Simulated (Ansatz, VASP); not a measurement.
# One calculation of TiH5, two programs

```
Ti H
1.0
     3.01177    0.00000    0.00000
    -1.50589    2.60827    0.00000
     0.00000    0.00000    3.89419
Ti H
1 5
Direct
  0.00000 0.00000 0.00000
  0.33333 0.66667 0.76655
  0.66667 0.33333 0.76655
  0.66667 0.33333 0.23345
  0.33333 0.66667 0.23345
  0.00000 0.00000 0.50000
```

Alike in both runs: functional PBE; k mesh 6 × 6 × 4; occupations gaussian, width 0.1 eV; no spin polarisation.

Ansatz relaxed the structure, and its values are those at the end. VASP's run is a single point on that final structure, the one shown.

|  | VASP | Ansatz |
| --- | --- | --- |
| version | VASP 6.6.1 | Ansatz 0.2.0 |
| potentials or method | VASP PAW PBE potentials, release 64 (Ti_sv, H), cutoff 520 eV | scalar-relativistic, plane waves, PAW |
| valence electrons in the cell | 17 | 17 |

```csv
,VASP,Ansatz,Ansatz less VASP
gap on the k mesh at the Fermi level (eV),none,none,-
pressure (GPa),-0.4,-0.2,+0.18
```

A gap of «none» marks a metal or a gap that the smearing closes. With one functional, cell and mesh, what is left measures potentials, basis and numerics.

The k mesh is coarse, so the values compare programs but aren't converged.
